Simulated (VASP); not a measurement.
Input of a VASP 6.6.1 run:

Contents of INCAR:

```
SYSTEM = BiS
ALGO = Normal
EDIFF = 1E-6
ENCUT = 520
GGA = PS
ISIF = 2
ISMEAR = 0
LASPH = .TRUE.
LCHARG = .FALSE.
LREAL = .FALSE.
LWAVE = .FALSE.
NBANDS = 18
NELM = 60
PREC = Accurate
SIGMA = 0.1
```

The input KPOINTS:

```
k-points
0
G
  6 6 6
  0 0 0
```

Contents of POSCAR:

```
BiS
1.0
    0.0000000000      2.4608775092      2.4608775092
    2.4608775092      0.0000000000      2.4608775092
    2.4608775092      2.4608775092      0.0000000000
Bi S
1 1
Direct
    0.5000000000      0.5000000000      0.5000000000
    0.0000000000      0.0000000000      0.0000000000
```

Potentials or basis: VASP PAW PBE potentials, release 64 (Bi_d, S).

Launch:

```sh
$ cat potpaw_PBE.64/Bi_d/POTCAR potpaw_PBE.64/S/POTCAR > POTCAR
$ mpirun -np 1 vasp_std > vasp.out
```

Predict the pressure.

108.4 GPa.

Caveat: the k points lie up to 0.37 Å⁻¹ apart; the PAW data sets were made with another functional, which shifts forces and pressure a little.
